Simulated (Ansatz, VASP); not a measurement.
# Mg in VASP and in Ansatz

File INCAR:

```
PREC = Accurate
ENCUT = 520
EDIFF = 1E-6
ISMEAR = 0
SIGMA = 0.1
LREAL = False
LASPH = True
NELM = 80
ALGO = Normal
ISIF = 2
LWAVE = False
LCHARG = False
GGA = PE
NBANDS = 7
```

The input KPOINTS:

```
regular mesh
0
Gamma
  14 14 14
```

Contents of POSCAR:

```
Mg
1.0
    0.0000000000      2.3596332010      2.3596332010
    2.3259693610      0.0000000000      2.3596332010
    2.3259693610      2.3596332010      0.0000000000
Mg
1
Direct
    0.0000000000      0.0000000000      0.0000000000
```

Input for Ansatz:

```yaml
crystal:
  lattice:
    - [0.0, 2.359633201, 2.359633201]
    - [2.325969361, 0.0, 2.359633201]
    - [2.325969361, 2.359633201, 0.0]
  atoms:
    - { symbol: Mg, position: [0.0, 0.0, 0.0] }
basis:
  ecutwfc: 420
kpoints:
  mp_grid: { grid: [14, 14, 14] }
hamiltonian:
  xc: pbe
scf:
  occupations: { method: gaussian, width: 0.1 }
output:
  forces: true
  stress: true
  eigenvalues: true
```

Alike in both runs: task single point; functional PBE; k mesh 14 × 14 × 14; occupations gaussian, width 0.1 eV; no spin polarisation.

|  | VASP | Ansatz |
| --- | --- | --- |
| version | VASP 6.6.1 | Ansatz 0.2.0 |
| potentials or method | VASP PAW PBE potentials, release 64 (Mg), cutoff 520 eV | scalar-relativistic, plane waves, PAW |
| valence electrons in the cell | 2 | 10 |

```tsv
	VASP	Ansatz	Ansatz less VASP
gap on the k mesh at the Fermi level (eV)	none	none	-
pressure (GPa)	-3.3	-3.1	+0.11
traceless stress, the component that is largest in VASP (GPa)	0.37	0.37	-0.001
```

A gap of «none» marks a metal or a gap that the smearing closes. The functional is the same, so the differences come from potentials, cutoffs and numerics. VASP's potentials hold 2 valence electrons a cell and Ansatz's 10, so a difference there can come from the potentials and not from the codes.
